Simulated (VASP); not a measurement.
Al:

```
CELL_PARAMETERS angstrom
0.00000 2.02500 2.02500
2.02500 0.00000 2.02500
2.02500 2.02500 0.00000
ATOMIC_POSITIONS crystal
Al 0.00000 0.00000 0.00000
```

```yaml
Program: VASP 6.6.1
Task: relaxation of cell and atoms
Functional: LDA
Potentials_or_basis: VASP PAW LDA potentials, release 64 (Al)
Cutoff: 600 eV
k_mesh: 24 × 24 × 24
Occupations: gaussian, width 0.1 eV
Spin: no spin polarisation
```

At the start: pressure -3.7 GPa; volume 16.61 Å³/atom.

Where does the relaxation end?

Over 3 steps the energy falls by 9.7 meV/atom and the volume is 15.80 Å³/atom (-4.9 %); space group Fm-3m (No. 225, to 0.05 Å).

The path:
```tsv
step	energy change (eV)	largest force (eV/Å)	pressure (GPa)	volume (Å³)
1	0.0000	0.0000	-3.69	16.61
2	-0.0096	0.0000	0.52	15.70
3	-0.0097	0.0000	0.00	15.80
```

Final structure:
```xyz
1
Lattice="0.0000 1.9917 1.9917 1.9917 0.0000 1.9917 1.9917 1.9917 0.0000" Properties=species:S:1:pos:R:3 pbc="T T T"
Al    0.0000    0.0000    0.0000
```
